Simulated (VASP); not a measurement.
## KBr: single point with PBE

Crystal: KBr.

```xyz
2
Lattice="0.0000 3.3000 3.3000 3.3000 0.0000 3.3000 3.3000 3.3000 0.0000" Properties=species:S:1:pos:R:3 pbc="T T T"
Br    3.3000    3.3000    3.3000
K     0.0000    0.0000    0.0000
```

```json
{
  "Program": "VASP 6.6.1",
  "Task": "single point",
  "Functional": "PBE",
  "Potentials or basis": "VASP PAW PBE potentials, release 64 (Br, K_sv)",
  "Cutoff": "520 eV",
  "k mesh": "7 × 7 × 7",
  "Occupations": "gaussian, width 0.027 eV",
  "Spin": "no spin polarisation",
  "Dipole correction": "no",
  "Further INCAR settings": "ALGO = Normal; EDIFF = 1e-06; NBANDS = 15"
}
```

```json
{
 "Pressure": "0.8 GPa",
 "Band gap on the k mesh": "4.43 eV"
}
```

Levels at points of the mesh, in eV from the valence-band top:
| k point | band 6 | band 7 | band 8 | band 9 | band 10 | band 11 |
| --- | --- | --- | --- | --- | --- | --- |
| (0.00, 0.00, 0.00) | 0.00 | 0.00 | 0.00 | 4.43 | 7.60 | 7.60 |

Wall time 26 s on 1 thread of AMD EPYC 7R13, with other jobs on the host, peak memory 0.18 GiB.

Caveat: an odd mesh through Γ misses points on the zone boundary, where band edges can lie.
